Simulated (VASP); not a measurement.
**Cs: single point with PBEsol**

The system is Cs.

```
Cs
1.0
     5.25182    0.00000    0.00000
    -2.62591    4.54821    0.00000
     0.00000    0.00000    8.50795
Cs
2
Direct
  0.33333 0.66667 0.25000
  0.66667 0.33333 0.75000
```

```yaml
Program: VASP 6.6.1
Task: single point
Functional: PBEsol
Potentials_or_basis: VASP PAW PBE potentials, release 64 (Cs_sv)
Cutoff: 520 eV
k_mesh: 8 × 8 × 5
Occupations: fermi-dirac, width 0.08 eV
Spin: no spin polarisation
```

```
Pressure               : 0.2 GPa
Band gap on the k mesh : zero (band 9 reaches 1.21 eV, above the bottom of band 10 at -0.17 eV)
```

Levels at points of the mesh, in eV from the Fermi level:
```csv
k point,band 7,band 8,band 9,band 10,band 11,band 12
"(0.00, 0.00, 0.00)",-10.46,-10.46,-1.80,-0.06,0.93,2.45
"(0.50, 0.00, 0.00)",-10.51,-10.49,-0.02,0.36,0.73,0.97
```

Run time: 29 s on 1 thread of Intel(R) Xeon(R) 6975P-C (Granite Rapids), with other jobs on the host, peak memory 0.33 GiB.

Caveat: the PAW data sets were made with another functional, which shifts forces and pressure a little; spin-orbit coupling is left out, which moves the levels of the heavy elements.
